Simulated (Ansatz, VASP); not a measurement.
## HgTe: VASP beside Ansatz

```
Hg Te
1.0
     0.00000    3.23440    3.23440
     3.23440    0.00000    3.23440
     3.23440    3.23440    0.00000
Hg Te
1 1
Direct
  0.00000 0.00000 0.00000
  0.25000 0.25000 0.25000
```

Alike in both runs: task single point; functional PBEsol; k mesh 6 × 6 × 6; occupations gaussian, width 0.05 eV; no spin polarisation.

|  | VASP | Ansatz |
| --- | --- | --- |
| version | VASP 6.6.1 | Ansatz 0.2.0 |
| potentials or method | VASP PAW PBE potentials, release 64 (Hg, Te), cutoff 520 eV | scalar-relativistic, plane waves, PAW |
| valence electrons in the cell | 18 | 36 |

```csv
,VASP,Ansatz,Ansatz less VASP
gap on the k mesh at the Fermi level (eV),none,none,-
pressure (GPa),1.0,0.9,-0.11
```

VASP's potentials were made for PBE, not for PBEsol. A gap of «none» marks a metal or a gap that the smearing closes. The functional is the same, so the differences come from potentials, cutoffs and numerics. VASP's potentials hold 18 valence electrons a cell and Ansatz's 36, so a difference there can come from the potentials and not from the codes.

Spin-orbit coupling is off throughout.
